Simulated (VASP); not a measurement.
Tm2GeF2:

```
Tm Ge F
1.0
    -2.03949    3.52844   -0.02259
     0.05662   -0.00814    6.48539
     6.17282    3.55982    0.04976
Tm Ge F
4 2 4
Direct
  0.00524 0.24566 0.33339
  0.49348 0.24619 0.82777
  0.50497 0.75701 0.16939
  0.00862 0.75238 0.66965
  0.02884 0.00608 0.99734
  0.48557 0.01437 0.48981
  0.50364 0.39925 0.15801
  0.97185 0.40161 0.68046
  0.98805 0.59539 0.33279
  0.50974 0.58207 0.84140
```

| Property | Result |
| --- | --- |
| Program | VASP 6.6.1 |
| Task | relaxation of cell and atoms |
| Functional | PBE |
| Potentials or basis | VASP PAW PBE potentials, release 64 (Tm_3, Ge_d, F), 4f in core |
| Cutoff | 600 eV |
| k mesh | 4 × 2 × 2 |
| Occupations | gaussian, width 0.1 eV |
| Spin | no spin polarisation |

At the start: pressure -1.4 GPa; volume 18.83 Å³/atom.

Where does the relaxation end?

Over 16 steps the energy falls by 33.0 meV/atom and the volume is 18.35 Å³/atom (-2.6 %); space group P1 (No. 1, to 0.1 Å) before, P-3m1 (No. 164, to 0.1 Å).

Step by step:
```
step  energy change (eV)  largest force (eV/Å)  pressure (GPa)  volume (Å³)
   1              0.0000                1.1902           -1.43       188.32
   2             -0.2310                0.6212            0.23       183.76
   3             -0.2694                0.4191            1.51       181.00
   4             -0.3087                0.2157           -0.52       184.79
   5             -0.3089                0.2144           -0.38       184.51
   6             -0.3185                0.1276           -0.07       183.81
   7             -0.3199                0.0885            0.14       183.40
   8             -0.3231                0.0644           -0.04       183.69
   9             -0.3240                0.0740           -0.17       183.93
  10             -0.3257                0.0592            0.10       183.34
  11             -0.3258                0.0549            0.18       183.17
  12             -0.3271                0.0593            0.03       183.47
  13             -0.3273                0.0717           -0.07       183.68
  14             -0.3286                0.0403           -0.06       183.61
  15             -0.3291                0.0404            0.00       183.55
  16             -0.3296                0.0213            0.01       183.52
```

Final structure:
```
CELL_PARAMETERS angstrom
-2.04697 3.53867 0.00392
-0.02157 -0.00495 6.42472
6.05441 3.48837 -0.02279
ATOMIC_POSITIONS crystal
Tm 0.00086 0.24226 0.33524
Tm 0.50155 0.24425 0.83562
Tm 0.50309 0.75786 0.16192
Tm 0.00327 0.75566 0.66205
Ge 0.00113 0.99950 0.99930
Ge 0.50142 0.00087 0.49928
F 0.49857 0.40446 0.16489
F 0.99712 0.40175 0.67161
F 0.99706 0.59519 0.33767
F 0.49592 0.59819 0.83241
```

Caveat: the k points lie up to 0.49 Å⁻¹ apart in the final cell.
